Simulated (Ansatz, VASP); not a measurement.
# Si2W in VASP and in Ansatz

```
Si W
1.0
     4.63541    0.00000    0.00000
    -2.31771    4.01438    0.00000
     0.00000    0.00000    6.33151
Si W
6 3
Direct
  0.85727 0.71453 0.50000
  0.14273 0.85727 0.83333
  0.71453 0.85727 0.16667
  0.14273 0.28547 0.50000
  0.85727 0.14273 0.83333
  0.28547 0.14273 0.16667
  0.00000 0.50000 0.16667
  0.50000 0.50000 0.83333
  0.50000 0.00000 0.50000
```

Alike in both runs: task single point; functional LDA; k mesh 9 × 9 × 6; occupations gaussian, width 0.03 eV; no spin polarisation.

|  | VASP | Ansatz |
| --- | --- | --- |
| version | VASP 6.6.1 | Ansatz 0.2.0 |
| potentials or method | VASP PAW LDA potentials, release 64 (Si, W_sv), cutoff 520 eV | scalar-relativistic, plane waves, PAW |
| valence electrons in the cell | 66 | 66 |

```csv
,VASP,Ansatz,Ansatz less VASP
gap on the k mesh at the Fermi level (eV),none,none,-
pressure (GPa),5.8,5.1,-0.66
"traceless stress, the component that is largest in VASP (GPa)",5.66,5.67,+0.003
rms of the force components (eV/Å),1.586,1.588,+0.0020
```

Ansatz warns that its potentials were made for another functional, while VASP's fit it. LDA's correlation is that of Perdew and Zunger in VASP and of Perdew and Wang (1992) in Ansatz. Atom by atom the forces differ by 0.002 eV/Å (rms over components). A gap of «none» marks a metal or a gap that the smearing closes.

Spin-orbit coupling is off throughout.
